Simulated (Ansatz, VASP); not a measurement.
**Two plane-wave programs on Se**

```
Se
1.0
     4.04841    0.00000    0.00000
    -2.02420    3.71755    0.00000
     0.00000    0.00000    5.04085
Se
3
Direct
  0.24204 0.00000 0.33333
  0.99437 0.23079 0.66852
  0.76359 0.76921 0.99815
```

Change from the starting cell: uniaxial_x strain -5.7%.

Alike in both runs: task single point; functional PBE; k mesh 12 × 12 × 6; occupations fermi-dirac, width 0.02 eV; no spin polarisation.

|  | VASP | Ansatz |
| --- | --- | --- |
| version | VASP 6.6.1 | Ansatz 0.2.0 |
| potentials or method | VASP PAW PBE potentials, release 64 (Se) | plane waves, PAW |
| plane-wave cutoff (eV) | 520 | 420 |
| valence electrons in the cell | 18 | 48 |

|  | VASP | Ansatz | Ansatz less VASP |
| --- | --- | --- | --- |
| pressure (GPa) | 3.7 | 3.6 | -0.13 |
| traceless stress, the component that is largest in VASP (GPa) | -0.93 | -0.91 | +0.022 |
| rms of the force components (eV/Å) | 0.204 | 0.188 | -0.0161 |

Atom by atom the forces differ by 0.016 eV/Å (rms over components). VASP's potentials hold 18 valence electrons a cell and Ansatz's 48, so a difference there can come from the potentials and not from the codes.
